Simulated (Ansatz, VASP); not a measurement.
## Ir in VASP and in Ansatz

```
Ir
1.0
     0.00000    1.86211    1.89090
     1.86211    0.00000    1.89090
     1.86211    1.86211    0.00000
Ir
1
Direct
  0.00000 0.00000 0.00000
```

Change from the starting cell: strain -0.030 along x and y, -0.015 along z, atoms carried along.

Alike in both runs: task single point; functional r2SCAN; k mesh 22 × 22 × 22; occupations gaussian, width 0.15 eV; no spin polarisation.

|  | VASP | Ansatz |
| --- | --- | --- |
| version | VASP 6.6.1 | Ansatz 0.2.0 |
| potentials or method | VASP PAW PBE potentials, release 64 (Ir), cutoff 520 eV | scalar-relativistic, plane waves, PAW |
| valence electrons in the cell | 9 | 17 |

```tsv
	VASP	Ansatz	Ansatz less VASP
gap on the k mesh at the Fermi level (eV)	none	none	-
pressure (GPa)	40.9	37.0	-3.87
traceless stress, the component that is largest in VASP (GPa)	-4.86	-4.83	+0.025
```

VASP's potentials were made for PBE, not for r2SCAN. A gap of «none» marks a metal or a gap that the smearing closes. Both programs put the cell under a high pressure, so it lies far from rest at this level. VASP's potentials hold 9 valence electrons a cell and Ansatz's 17, so a difference there can come from the potentials and not from the codes.

Spin-orbit coupling is off throughout.
